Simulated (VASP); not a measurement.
AsPb2, 3 atoms in the cell. It takes space group Fm-3m (No. 225, cubic). Conventional cell: a = 7.278 Å, b = 7.278 Å, c = 7.278 Å, α = 90.00°, β = 90.00°, γ = 90.00°. As (site symmetry m-3m) has 8 Pb at 3.15 Å within 4.1 Å. Within 4.1 Å of Pb (site symmetry -43m) lie 4 As at 3.15 Å and 6 Pb at 3.64 Å. The cell was built from a structure type or drawn by symmetry, and may not be a known phase.

- Program: VASP 6.6.1
- Task: relaxation of cell and atoms
- Functional: PBE
- Potentials or basis: VASP PAW PBE potentials, release 64 (As, Pb_d)
- Cutoff: 500 eV
- k mesh: 12 × 12 × 12
- Occupations: gaussian, width 0.1 eV
- Spin: no spin polarisation
- Dipole correction: no
- Further INCAR settings: ALGO = Normal; EDIFF = 1e-07; IBRION = 2; EDIFFG = -0.01; NSW = 100; ISIF = 3

Potentials or basis: VASP PAW PBE potentials, release 64 (As, Pb_d).

Command:

```bash
$ cat potpaw_PBE.64/As/POTCAR potpaw_PBE.64/Pb_d/POTCAR > POTCAR
$ mpirun -np 1 vasp_std > vasp.out
```

Hardware: 1 thread of Intel Xeon 8259CL (shared host).

How long does it take, and how much memory?

Wall time 3.6 min on 1 thread of Intel Xeon 8259CL (shared host), peak memory 0.32 GiB. Counts: scf iterations 15, k points 72, ion steps 1.
